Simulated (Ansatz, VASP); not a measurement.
**Two plane-wave programs on ZrGe4Mo**

```
CELL_PARAMETERS angstrom
0.00000 3.77532 3.77532
3.77532 0.00000 3.77532
3.77532 3.77532 0.00000
ATOMIC_POSITIONS crystal
Zr 0.00000 0.00000 0.00000
Ge 0.62497 0.62497 0.62497
Ge 0.12509 0.62497 0.62497
Ge 0.62497 0.12509 0.62497
Ge 0.62497 0.62497 0.12509
Mo 0.25000 0.25000 0.25000
```

Change from the starting cell: species swapped into the ZrZnNi4 type (F-43m, No. 216).

Alike in both runs: task relaxation of cell and atoms; functional PBE; k mesh 10 × 10 × 10; occupations gaussian, width 0.1 eV; no spin polarisation.

|  | VASP | Ansatz |
| --- | --- | --- |
| version | VASP 6.6.1 | Ansatz 0.2.0 |
| potentials or method | VASP PAW PBE potentials, release 64 (Zr_sv, Ge_d, Mo_sv), cutoff 600 eV | scalar-relativistic, plane waves, PAW |
| valence electrons in the cell | 82 | 82 |

|  | VASP | Ansatz | Ansatz less VASP |
| --- | --- | --- | --- |
| gap on the k mesh at the Fermi level, each at its own relaxed structure (eV) | none | none | - |
| relaxed volume (Å³/atom) | 17.99 | 17.97 | -0.021 |
| relaxed cell length with the largest relative difference (Å) | 5.345 | 5.343 | -0.0021 |

A gap of «none» marks a metal or a gap that the smearing closes.
